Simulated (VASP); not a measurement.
Set up this calculation in VASP 6.6.1, as the native input.

- Task: relaxation of cell and atoms
- Functional: LDA
- Potentials or basis: VASP PAW LDA potentials, release 64 (Na_pv, H)
- Cutoff: 600 eV
- k mesh: 8 × 8 × 8
- Occupations: fermi-dirac, width 0.02 eV
- Spin: no spin polarisation
- Dipole correction: no
- Further INCAR settings: ALGO = Normal; EDIFF = 1e-06; IBRION = 2; EDIFFG = -0.005; NSW = 80; ISIF = 3

The structure of NaH lies in POSCAR:

```
NaH
1.0
    2.9649794950      0.0000000000      0.0000000000
    0.0000000000      2.9649794950      0.0000000000
    0.0000000000      0.0000000000      2.9649794950
Na H
1 1
Direct
    0.0000000000      0.0000000000      0.0000000000
    0.5000000000      0.5000000000      0.5000000000
```

One way to write it, as run:

INCAR

```
SYSTEM = NaH
PREC = Accurate
ENCUT = 600
EDIFF = 1E-6
ISMEAR = -1
SIGMA = 0.02
LREAL = .FALSE.
LASPH = .TRUE.
NELM = 80
ALGO = Normal
ISIF = 3
LWAVE = .FALSE.
LCHARG = .FALSE.
GGA = CA
IBRION = 2
NSW = 80
EDIFFG = -0.005
```

KPOINTS

```
regular mesh
0
G
  8 8 8
  0 0 0
```

Potentials or basis: VASP PAW LDA potentials, release 64 (Na_pv, H).

Launch:

```console
$ cat potpaw_LDA.64/Na_pv/POTCAR potpaw_LDA.64/H/POTCAR > POTCAR
$ mpirun -np 1 vasp_std > vasp.out
```

Results of the run:

```yaml
Relaxed_volume: 11.86 Å³/atom
Relaxed_cell: a = 2.874 Å, b = 2.874 Å, c = 2.874 Å, α = 90.00°, β = 90.00°, γ = 90.00°
Space_group_after_relaxing_to_0.05_Å: Pm-3m (No. 221)
Energy_gained_by_relaxing: 8.9 meV/atom
Ionic_steps: 4
Pressure_after_relaxing: 0.0 GPa
Band_gap_on_the_k_mesh: 0.56 eV, indirect (least direct gap 4.38 eV)
```

It took 9.1 s on 1 thread of Intel(R) Xeon(R) Platinum 8259CL CPU @ 2.50GHz (Skylake/Cascade Lake), on a shared host, peak memory 0.12 GiB.
